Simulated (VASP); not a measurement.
Crystal: Na3H.

```xyz
4
Lattice="6.1914 0.0000 0.0000 -3.0957 5.3619 0.0000 0.0000 0.0000 3.4531" Properties=species:S:1:pos:R:3 pbc="T T T"
Na    3.0957    0.0000    0.0000
Na   -1.5478    2.6809    0.0000
Na    1.5478    2.6809    0.0000
H     0.0000    0.0000    0.0000
```

* Program: VASP 6.6.1
* Task: relaxation of cell and atoms
* Functional: PBE
* Potentials or basis: VASP PAW PBE potentials, release 64 (Na_pv, H)
* Cutoff: 600 eV
* k mesh: 3 × 3 × 6
* Occupations: gaussian, width 0.1 eV
* Spin: no spin polarisation

At the start: pressure 0.2 GPa; volume 28.66 Å³/atom.

Where does the relaxation end?

Over 5 steps the energy falls by 3.1 meV/atom and the volume is 29.50 Å³/atom (+2.9 %); space group P6/mmm (No. 191, to 0.05 Å).

Step by step:
| step | energy change (eV) | largest force (eV/Å) | pressure (GPa) | volume (Å³) |
| --- | --- | --- | --- | --- |
| 1 | 0.0000 | 0.0000 | 0.18 | 114.63 |
| 2 | -0.0037 | 0.0000 | 0.16 | 115.18 |
| 3 | -0.0108 | 0.0000 | 0.09 | 116.80 |
| 4 | -0.0081 | 0.0000 | -0.02 | 119.96 |
| 5 | -0.0123 | 0.0000 | 0.04 | 118.01 |

Final structure:
```
CELL_PARAMETERS angstrom
6.15077 0.00000 0.00000
-3.07539 5.32673 0.00000
0.00000 0.00000 3.60195
ATOMIC_POSITIONS crystal
Na 0.50000 0.00000 0.00000
Na 0.00000 0.50000 0.00000
Na 0.50000 0.50000 0.00000
H 0.00000 0.00000 0.00000
```

Caveat: the k points lie up to 0.39 Å⁻¹ apart in the final cell.
